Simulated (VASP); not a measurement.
Write the native input for VASP 6.6.1 that does the following.

```
Task                   : single point
Functional             : PBEsol
Potentials or basis    : VASP PAW PBE potentials, release 64 (In_d, Ga_d, P)
Cutoff                 : 520 eV
k mesh                 : 4 × 4 × 4
Occupations            : gaussian, width 0.1 eV
Spin                   : no spin polarisation
Dipole correction      : no
Further INCAR settings : ALGO = Normal; EDIFF = 1e-07; NBANDS = 46
```

The structure of InGa3P4 lies in POSCAR:

```
InGa3P4
1.0
    5.5540374864      0.0000000000      0.0000000000
    0.0000000000     -5.5540374864      0.0000000000
    0.0000000000      0.0000000000     -5.5540374864
In Ga P
1 3 4
Direct
    0.0000000000      0.5000000000      0.5000000000
    0.5000000000      0.0000000000      0.5000000000
    0.5000000000      0.5000000000      0.0000000000
    0.0000000000      0.0000000000      0.0000000000
    0.2603397479      0.2396602521      0.2396602521
    0.7396602521      0.7603397479      0.2396602521
    0.7396602521      0.2396602521      0.7603397479
    0.2603397479      0.7603397479      0.7603397479
```

One way to write it, as run:

INCAR

```
SYSTEM = InGa3P4
ALGO     = Normal         ! electronic algorithm
EDIFF    = 1E-7           ! SCF threshold, eV
ENCUT    = 520            ! plane-wave cutoff, eV
GGA      = PS             ! functional
ISIF     = 2              ! what is computed and relaxed
ISMEAR   = 0              ! smearing method
LASPH    = .True.         ! aspherical terms in the spheres
LCHARG   = .False.        ! write CHGCAR
LREAL    = .False.        ! projectors in reciprocal space
LWAVE    = .False.        ! write WAVECAR
NBANDS   = 46             ! bands
NELM     = 100            ! most SCF steps
PREC     = Accurate       ! precision mode
SIGMA    = 0.1            ! smearing width, eV
```

KPOINTS

```
k-points
0
Gamma
  4 4 4
  0 0 0
```

Potentials or basis: VASP PAW PBE potentials, release 64 (In_d, Ga_d, P).

The run is started by

```console
$ cat potpaw_PBE.64/In_d/POTCAR potpaw_PBE.64/Ga_d/POTCAR potpaw_PBE.64/P/POTCAR > POTCAR
$ mpirun -np 1 vasp_std > vasp.out
```

It gave:

```yaml
Pressure: -0.3 GPa
Largest_force: 0.022 eV/Å
Band_gap_on_the_k_mesh: 1.15 eV
```

Caveat: the PAW data sets were made with another functional, which shifts forces and pressure a little; spin-orbit coupling is left out, which moves the levels of the heavy elements.

Run time: 85 s on 1 thread of Intel(R) Xeon(R) Platinum 8259CL CPU @ 2.50GHz (Skylake/Cascade Lake), on a shared host, peak memory 0.29 GiB.
